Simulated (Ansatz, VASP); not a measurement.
**One calculation of TiRh3, two programs**

INCAR

```
ALGO     = Normal         # electronic algorithm
EDIFF    = 1E-8           # SCF threshold, eV
ENCUT    = 520            # plane-wave cutoff, eV
ISIF     = 2              # what is computed and relaxed
ISMEAR   = -1             # smearing method
LASPH    = True           # aspherical terms in the spheres
LCHARG   = False          # write CHGCAR
LEFG     = True         
LREAL    = False          # projectors in reciprocal space
LWAVE    = False          # write WAVECAR
NBANDS   = 36             # bands
NELM     = 80             # most SCF steps
PREC     = Accurate       # precision mode
SIGMA    = 0.03           # smearing width, eV
```

File KPOINTS:

```
k-points
0
Gamma
  10 10 10
```

POSCAR

```
TiRh3
1.0
    3.8984400000      0.0000000000      0.0000000000
    0.0000000000      3.8984400000      0.0000000000
    0.0000000000      0.0000000000      3.8220000000
Ti Rh
1 3
Direct
    0.0000000000      0.0000000000      0.0000000000
    0.0000000000      0.5000000000      0.5000000000
    0.5000000000      0.0000000000      0.5000000000
    0.5000000000      0.5000000000      0.0000000000
```

Input for Ansatz:

```yaml
crystal:
  lattice:
    - [3.89844, 0.0, 0.0]
    - [0.0, 3.89844, 0.0]
    - [0.0, 0.0, 3.822]
  atoms:
    - { symbol: Ti, position: [0.0, 0.0, 0.0] }
    - { symbol: Rh, position: [0.0, 0.5, 0.5] }
    - { symbol: Rh, position: [0.5, 0.0, 0.5] }
    - { symbol: Rh, position: [0.5, 0.5, 0.0] }
kpoints:
  mp_grid: { grid: [10, 10, 10] }
scf:
  occupations: { method: fermi_dirac, width: 0.03 }
hamiltonian:
  xc: lda
  pseudopotentials: { kind: all_electron, datasets: crystal }
output:
  forces: true
  stress: true
  eigenvalues: true
  efg: { contact_densities: true }
```

Change from the starting cell: equal xx and yy strain of +2 %, crystal datasets.

Alike in both runs: task electric field gradients; functional LDA; k mesh 10 × 10 × 10; occupations fermi-dirac, width 0.03 eV; no spin polarisation.

```csv
,VASP,Ansatz
version,VASP 6.6.1,Ansatz 0.2.0
potentials or method,"VASP PAW LDA potentials, release 64 (Ti_sv, Rh_pv), cutoff 520 eV","all-electron PAW with datasets made for the crystal, scalar-relativistic"
```

VASP gave:

| Quantity | Value |
| --- | --- |
| pressure (GPa) | -17.8 |
| traceless stress, the component that is largest in VASP (GPa) | 2.20 |
| size of Vzz on the site where it differs most (V/Å²) | 29.7 |

What did Ansatz give for the same quantities?

Pressure (GPa): -18.4; traceless stress, the component that is largest in VASP (GPa): 2.20; size of Vzz on the site where it differs most (V/Å²): 25.5.

LDA's correlation is that of Perdew and Zunger in VASP and of Perdew and Wang (1992) in Ansatz. Ansatz ran all-electron here, and VASP with PAW potentials.
